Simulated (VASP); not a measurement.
Runs of VASP 6.6.1 on C. The structure is that of space group P6_3/mmc (No. 194), or close to it. The cells are those of the table. 

```tsv
level	cell	smearing	gap on the mesh (eV)	pressure (GPa)	largest force (eV/Å)
r2SCAN	a = 2.541, b = 2.541, c = 4.168 Å, angles 90.0, 90.0, 120.0°, 4 atoms	gaussian 0.01 eV	3.67	(b)	-
r2SCAN	a = 2.541, b = 2.541, c = 4.231 Å, angles 90.0, 90.0, 120.0°, 4 atoms	gaussian 0.01 eV	3.73	-17.6	0.01
PBE	a = 2.566, b = 2.566, c = 4.273 Å, angles 90.0, 90.0, 120.0°, 4 atoms	fermi-dirac 0.02 eV	3.59	-24.4	0.01
PBE	a = 2.541, b = 2.541, c = 4.231 Å, angles 90.0, 90.0, 120.0°, 4 atoms	fermi-dirac 0.02 eV	3.49	-13.8	0.01
PBE	a = 2.553, b = 2.516, c = 4.169 Å, angles 90.0, 90.0, 120.5°, 4 atoms	fermi-dirac 0.02 eV	(a)	-3.6	0.02
```

Alike in all rows: task single point; potentials or basis VASP PAW PBE potentials, release 64 (C); no spin polarisation; k mesh 12 × 12 × 6; cutoff (eV) 520.

Fill in the values left out.

(a) 3.33; (b) -11.5.

Caveats: the cell stands under tension; the PAW data sets were made with another functional, which shifts forces and pressure a little (at least some runs).

A k mesh can miss the band edges.
